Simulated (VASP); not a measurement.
# Si (Imma) in VASP: single point with PBE

Aim: the single point of Si with PBE.

All numbers are computed with VASP 6.6.1; they aren't measurements. Logs are shortened: lines on timing, memory, paths and dates and some standing lists are left out, and cuts for length are marked.

### 1 The cell of the first run

The structure is orthorhombic, space group Imma (No. 74). The conventional cell has a = 4.743 Å, b = 4.743 Å, c = 2.659 Å, α = 90.00°, β = 90.00°, γ = 90.00°. Within 3.1 Å of Si (site symmetry mm2) lie 8 Si at 2.37 to 2.75 Å.

### 2 Single point, PBE (atom 1 (Si) moved by (+0.000, -0.600) A along [1 1 0] and z)

INCAR

```
SYSTEM = Si
  ALGO = Normal
  EDIFF = 1E-7
  ENCUT = 520
  GGA = PE
  ISIF = 2
  ISMEAR = 0
  LASPH = .True.
  LCHARG = .False.
  LREAL = .False.
  LWAVE = .False.
  NBANDS = 11
  NELM = 100
  PREC = Accurate
  SIGMA = 0.15
```

KPOINTS

```
k-points
0
Gamma
  20 20 20
  0 0 0
```

POSCAR

```
Si
1.0
   -2.3713723045      2.3713723045      1.3292653899
    2.3713723045     -2.3713723045      1.3292653899
    2.3713723045      2.3713723045     -1.3292653899
Si
2
Direct
    0.0243114338      0.5243114338      0.5000000000
    0.5000000000      0.5000000000      0.0000000000
```

Potentials or basis: VASP PAW PBE potentials, release 64 (Si).

Run with:

```sh
$ cat potpaw_PBE.64/Si/POTCAR > POTCAR
$ mpirun -np 1 vasp_std > vasp.out
```

OUTCAR:

```text
SYSTEM = Si
   EDIFF = 1E-7
   ENCUT = 520
   GGA = PE
   ISIF = 2
   ISMEAR = 0
   LASPH = .True.
   LREAL = .False.
   NELM = 100
   PREC = Accurate

 ion  position               nearest neighbor table
   1  0.024  0.524  0.500-   2 2.37   2 2.37   2 2.69   2 2.69   2 2.75   2 2.75
   2  0.500  0.500  0.000-   1 2.37   1 2.37   1 2.69   1 2.69   1 2.75   1 2.75

  LATTYP: Found a body centered tetragonal cell.
 ALAT       =     4.7427446090
 C/A-ratio  =     0.5605468983

  Lattice vectors:

 A1 = (  -2.3713723045,   2.3713723045,   1.3292653899)
 A2 = (   2.3713723045,  -2.3713723045,   1.3292653899)
 A3 = (   2.3713723045,   2.3713723045,  -1.3292653899)

Analysis of symmetry for initial positions (statically):
=====================================================================
 Subroutine PRICEL returns:
 Original cell was already a primitive cell.

 Routine SETGRP: Setting up the symmetry group for a
 body centered tetragonal supercell.

 Subroutine GETGRP returns: Found  8 space group operations
 (whereof  4 operations were pure point group operations)
 out of a pool of 16 trial point group operations.

The static configuration has the point symmetry C_2v.
 The point group associated with its full space group is D_2h.

Analysis of symmetry for dynamics (positions and initial velocities):
=====================================================================
 Subroutine PRICEL returns:
 Original cell was already a primitive cell.

 Routine SETGRP: Setting up the symmetry group for a
 body centered tetragonal supercell.

 Subroutine GETGRP returns: Found  8 space group operations
 (whereof  4 operations were pure point group operations)
 out of a pool of 16 trial point group operations.

The dynamic configuration has the point symmetry C_2v.
 The point group associated with its full space group is D_2h.

 Subroutine INISYM returns: Found  8 space group operations
 (whereof  4 operations are pure point group operations),
 and found     1 'primitive' translations

----------------------------------------------------------------------------------------

                                     Primitive cell

  volume of cell :      29.9000

  direct lattice vectors                    reciprocal lattice vectors
    -2.371372304  2.371372304  1.329265390     0.000000000  0.210848376  0.376147610
     2.371372304 -2.371372304  1.329265390     0.210848376  0.000000000  0.376147610
     2.371372304  2.371372304 -1.329265390     0.210848376  0.210848376  0.000000000

  length of vectors
     3.607458896  3.607458896  3.607458896     0.431212317  0.431212317  0.298184633

  position of ions in fractional coordinates (direct lattice)
     0.024311434  0.524311434  0.500000000
     0.500000000  0.500000000  0.000000000

  ion indices of the primitive-cell ions
   primitive index   ion index
                 1           1
                 2           2

----------------------------------------------------------------------------------------

 KPOINTS: k-points

Automatic generation of k-mesh.
 Grid dimensions read from file:
 generate k-points for:   20   20   20

 Generating k-lattice:

  Cartesian coordinates                     Fractional coordinates (reciprocal lattice)
     0.000000000  0.010542419  0.018807381     0.050000000  0.000000000  0.000000000
     0.010542419  0.000000000  0.018807381     0.000000000  0.050000000  0.000000000
     0.010542419  0.010542419  0.000000000     0.000000000  0.000000000  0.050000000

  Length of vectors
     0.021560616  0.021560616  0.014909232

  Shift w.r.t. Gamma in fractional coordinates (k-lattice)
     0.000000000  0.000000000  0.000000000

 Subroutine IBZKPT returns following result:
 ===========================================

 Found   1166 irreducible k-points:

 Following reciprocal coordinates:
            Coordinates               Weight
  0.000000  0.000000  0.000000      1.000000
  0.050000  0.000000  0.000000      4.000000
  0.050000  0.000000 -0.050000      4.000000
  0.100000  0.000000 -0.000000      4.000000
  0.100000  0.000000 -0.100000      4.000000
  0.150000  0.000000  0.000000      4.000000
[... 16 lines left out ...]
  0.100000  0.050000  0.000000      8.000000
  0.150000  0.000000 -0.100000      8.000000
 [... further k-points ...]
   k-points           NKPTS =   1166   k-points in BZ     NKDIM =   1166   number of bands    NBANDS=     11
   number of dos      NEDOS =    301   number of ions     NIONS =      2
   total plane-waves  NPLWV =  21952
   dimension x,y,z NGX =    28 NGY =   28 NGZ =   28
   dimension x,y,z NGXF=    56 NGYF=   56 NGZF=   56
   ions per type =               2
   NGX,Y,Z   is equivalent  to a cutoff of  12.90, 12.90, 12.90 a.u.
   NGXF,Y,Z  is equivalent  to a cutoff of  25.81, 25.81, 25.81 a.u.
 SYSTEM =  Si
   PREC   = accura    normal or accurate (medium, high low for compatibility)
   ISTART =      0    job   : 0-new  1-cont  2-samecut
   ICHARG =      2    charge: 1-file 2-atom 10-const
   ISPIN  =      1    spin polarized calculation?
   LNONCOLLINEAR =      F non collinear calculations
   LSORBIT =      F    spin-orbit coupling
   LASPH  =      T    aspherical Exc in radial PAW
   ENCUT  =  520.0 eV  38.22 Ry    6.18 a.u.   6.71  6.71  6.71*2*pi/ulx,y,z
   NELM   =    100;   NELMIN=  2; NELMDL= -5     # of ELM steps
   EDIFF  = 0.1E-06   stopping-criterion for ELM
   LREAL  =      F    real-space projection
   EDIFFG = 0.1E-05   stopping-criterion for IOM
   NSW    =      0    number of steps for IOM
   IBRION =     -1    ionic relax: 0-MD 1-quasi-New 2-CG
   NFREE  =      0    steps in history (QN), initial steepest desc. (CG)
   ISIF   =      2    stress and relaxation
   ISYM   =      2    0-nonsym 1-usesym 2-fastsym
   POTIM  = 0.5000    time-step for ionic-motion
   TEBEG  =    0.0;   TEEND  =   0.0 temperature during run
   PSTRESS=    0.0 pullay stress
   NELECT =       8.0000    total number of electrons
   NUPDOWN=      -1.0000    fix difference up-down
   EMIN   =  10.00;   EMAX   =-10.00  energy-range for DOS
   EFERMI =   0.00;   METHOD = LEGACY
   ISMEAR =     0;   SIGMA  =   0.15  broadening in eV -4-tet -1-fermi 0-gaus
   EFERMI_NEDOS =   21; number of points for ismear=-14 and -15
   IALGO  =     38    algorithm
   IMIX   =      4    mixing-type and parameters
     AMIX     =   0.40;   BMIX     =  1.00
     AMIX_MAG =   1.60;   BMIX_MAG =  1.00
  volume/ion in A,a.u.               =      14.95       100.89
  Fermi-wavevector in a.u.,A,eV,Ry     =   1.054908  1.993486 15.140973  1.112830
  Thomas-Fermi vector in A             =   2.190086
   LORBIT       =      0    0 simple, 1 ext, 2 COOP (PROOUT), +10 PAW based schemes
   GGA     = PE    functional components
   LHFCALC =     F    Hartree Fock is set to
   AEXX    =    0.0000 exact exchange contribution
   IVDW    =     0    specifies the selected vdW correction
   LEPSILON=     F    determine dielectric tensor
   LRPA    =     F    only Hartree local field effects (RPA)
 non-spin polarized calculation
 Gauss-broadening in eV      SIGMA  =   0.15
  energy-cutoff  :      520.00
  volume of cell :       29.90
 maximum number of plane-waves:       820
   NGX = 13   NGY = 13   NGZ = 13

 number of electron       8.0000000 magnetization

 Free energy of the ion-electron system (eV)
  ---------------------------------------------------
  ext. energy  EPLUGINS =         0.00000000
  ---------------------------------------------------
  free energy    TOTEN  =       -10.17396419 eV

  energy without entropy =      -10.16531428  energy(sigma->0) =      -10.16963924

 E-fermi :   9.4685     XC(G=0): -10.9889

 val. band max:        9.4680485524   @ k =   0.3000  -0.2000   0.2000
 cond. band min:       9.4706761121   @ k =   0.3500   0.3500   0.0000
 fundamental gap:      0.0026275597
 Fermi energy:         9.4685395851

 k-point     1 :       0.0000    0.0000    0.0000
  band No.  band energies     occupation
      1      -4.5168      2.00000
      2       6.7195      2.00000
      3       7.1873      2.00000
      4       7.6578      2.00000
      5      10.9409      0.00000
      6      17.3932      0.00000
      7      18.0045      0.00000
      8      18.6266      0.00000
      9      18.6470      0.00000
     10      19.4980      0.00000
     11      20.4647      0.00000

 k-point     2 :       0.0500    0.0000    0.0000
  band No.  band energies     occupation
      1      -4.4499      2.00000
      2       6.4913      2.00000
      3       7.1483      2.00000
      4       7.9931      2.00000
      5      11.1095      0.00000
      6      16.6968      0.00000
      7      17.8050      0.00000
      8      17.8125      0.00000
      9      18.4704      0.00000
     10      19.8415      0.00000
     11      20.8814      0.00000

 k-point     3 :       0.0500    0.0000   -0.0500
  band No.  band energies     occupation
      1      -4.4499      2.00000
      2       6.6849      2.00000
      3       6.8331      2.00000
      4       8.1343      2.00000
      5      11.0916      0.00000
      6      16.6609      0.00000
      7      17.7331      0.00000
      8      17.9261      0.00000
      9      18.6882      0.00000
     10      19.5431      0.00000
     11      20.7708      0.00000

 k-point     4 :       0.1000    0.0000   -0.0000
  band No.  band energies     occupation
      1      -4.2491      2.00000
      2       6.1462      2.00000
      3       7.0595      2.00000
      4       8.6495      2.00000
      5      11.5866      0.00000
      6      15.4848      0.00000
      7      16.2144      0.00000
      8      17.1797      0.00000
      9      17.8684      0.00000
     10      19.7096      0.00000
     11      20.5347      0.00000

 k-point     5 :       0.1000    0.0000   -0.1000
  band No.  band energies     occupation
      1      -4.2493      2.00000
      2       6.4338      2.00000
      3       6.6023      2.00000
      4       8.8990      2.00000
      5      11.5178      0.00000
      6      15.2511      0.00000
      7      16.6059      0.00000
      8      16.9635      0.00000
      9      18.4858      0.00000
     10      19.2566      0.00000
     11      19.8017      0.00000
[... 211 lines left out ...]
 k-point    21 :       0.5000    0.0000    0.5000
  band No.  band energies     occupation
      1       1.4850      2.00000
      2       2.7259      2.00000
      3       7.0236      2.00000
      4       7.2855      2.00000
      5       8.1493      2.00000
      6      11.0652      0.00000
      7      13.4079      0.00000
      8      15.1964      0.00000
      9      17.7633      0.00000
     10      20.7774      0.00000
     11      21.5861      0.00000

 k-point    22 :       0.0500    0.0500   -0.0000
  band No.  band energies     occupation
      1      -4.2812      2.00000
      2       6.4218      2.00000
      3       7.1901      2.00000
      4       8.3651      2.00000
      5      11.3637      0.00000
      6      15.5481      0.00000
      7      16.4818      0.00000
      8      17.1519      0.00000
      9      18.2913      0.00000
     10      19.3581      0.00000
     11      19.9525      0.00000

 k-point    23 :       0.1000    0.0500    0.0000
  band No.  band energies     occupation
      1      -3.9790      2.00000
      2       6.1482      2.00000
      3       7.3922      2.00000
      4       8.8941      2.00000
      5      11.9407      0.00000
      6      14.2316      0.00000
      7      14.7847      0.00000
      8      16.1893      0.00000
      9      17.7599      0.00000
     10      18.2298      0.00000
     11      20.0744      0.00000

 k-point    24 :       0.1500    0.0000   -0.1000
  band No.  band energies     occupation
      1      -3.9792      2.00000
      2       6.2361      2.00000
      3       7.1660      2.00000
      4       9.1048      1.99940
      5      11.8833      0.00000
      6      13.9518      0.00000
      7      15.0755      0.00000
      8      16.3254      0.00000
      9      17.9024      0.00000
     10      17.9554      0.00000
     11      19.8517      0.00000

 [... further k-points ...]

------------------------ aborting loop because EDIFF is reached ----------------------------------------

  FORCE on cell =-STRESS in cart. coord.  units (eV):
  Direction    XX          YY          ZZ          XY          YZ          ZX
  --------------------------------------------------------------------------------------
  -------------------------------------------------------------------------------------
  Total       -0.6635482      2.5556307     -0.3883746      0.0000000      0.0000000      0.0000000
  in kB      -35.5559157    136.9422640    -20.8108700      0.0000000      0.0000000      0.0000000
  external PRESSURE =      26.8584928 kB  Pullay stress =       0.0000000 kB

 VOLUME and BASIS-vectors are now :
 -----------------------------------------------------------------------------
  energy-cutoff  :      520.00
  volume of cell :       29.90
      direct lattice vectors                 reciprocal lattice vectors
    -2.371372304  2.371372304  1.329265390     0.000000000  0.210848376  0.376147610
     2.371372304 -2.371372304  1.329265390     0.210848376  0.000000000  0.376147610
     2.371372304  2.371372304 -1.329265390     0.210848376  0.210848376  0.000000000

 POSITION                                       TOTAL-FORCE (eV/Angst)
 -----------------------------------------------------------------------------------
      2.37137      0.00000      0.06463        -0.000000      0.000000      0.064798
      0.00000      0.00000      1.32927         0.000000     -0.000000     -0.064798
 -----------------------------------------------------------------------------------
    total drift:                               -0.000000     -0.000000      0.000000

  FREE ENERGIE OF THE ION-ELECTRON SYSTEM (eV)
  ---------------------------------------------------
  free  energy   TOTEN  =       -10.1739641934 eV

  energy  without entropy=      -10.1653142797  energy(sigma->0) =      -10.16963924
```

Wall time 8.7 min (1 thread of Intel Xeon 8259CL, shared host); peak memory 0.4 GiB.

What came out:

| Quantity | Value |
| --- | --- |
| Free energy | -10.1740 eV |
| Pressure | 2.7 GPa |
| Largest force | 0.065 eV/Å |
| Band gap on the k mesh | zero (bands 4 and 5 overlap by 7.10 eV) |

Forces on the atoms (eV/Å):
```
Si   0.000  0.000  0.065
Si   0.000  0.000 -0.065
```

Levels at points of the mesh, in eV from the Fermi level:
| k point | band 2 | band 3 | band 4 | band 5 | band 6 | band 7 |
| --- | --- | --- | --- | --- | --- | --- |
| (0.00, 0.00, 0.00) | -2.75 | -2.28 | -1.81 | 1.47 | 7.92 | 8.54 |
| (0.50, 0.00, 0.00) | -7.41 | -2.01 | -1.94 | -0.69 | -0.38 | 5.14 |
| (0.50, 0.00, 0.50) | -6.74 | -2.44 | -2.18 | -1.32 | 1.60 | 3.94 |
| (0.50, 0.50, 0.00) | -10.82 | 0.34 | 0.34 | 2.69 | 2.69 | 7.48 |
| (0.50, 0.50, 0.50) | -8.28 | -7.03 | -6.86 | 4.78 | 6.29 | 12.83 |

Caveat: the cell differs from its parent crystal (atom 1 (Si) moved by (+0.000, -0.600) A along [1 1 0] and z); the stress differs along the axes, from -4 to 14 GPa.
